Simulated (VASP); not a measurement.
Mg, 2 atoms in the cell. It takes space group P6_3/mmc (No. 194, hexagonal). The conventional cell has a = 3.189 Å, b = 3.189 Å, c = 5.110 Å, α = 90.00°, β = 90.00°, γ = 120.00°. Mg (site symmetry -6m2) has 12 Mg at 3.15 to 3.19 Å within 4.1 Å. 

* Program: VASP 6.6.1
* Task: single point
* Functional: PBEsol
* Potentials or basis: VASP PAW PBE potentials, release 64 (Mg)
* Cutoff: 600 eV
* k mesh: 18 × 18 × 8
* Occupations: gaussian, width 0.1 eV
* Spin: no spin polarisation
* Dipole correction: no
* Further INCAR settings: ALGO = Normal; EDIFF = 1e-06; NBANDS = 9

Potentials or basis: VASP PAW PBE potentials, release 64 (Mg).

Run with:

```console
$ cat potpaw_PBE.64/Mg/POTCAR > POTCAR
$ mpirun -np 1 vasp_std > vasp.out
```

Hardware: 1 thread of Intel Xeon 8259CL (shared host).

**Question.** How long does it take, and how much memory?

**Answer.** Run time: 70 s on 1 thread of Intel Xeon 8259CL, with other jobs on the host, peak memory 0.24 GiB. Counts: scf iterations 9, k points 185.
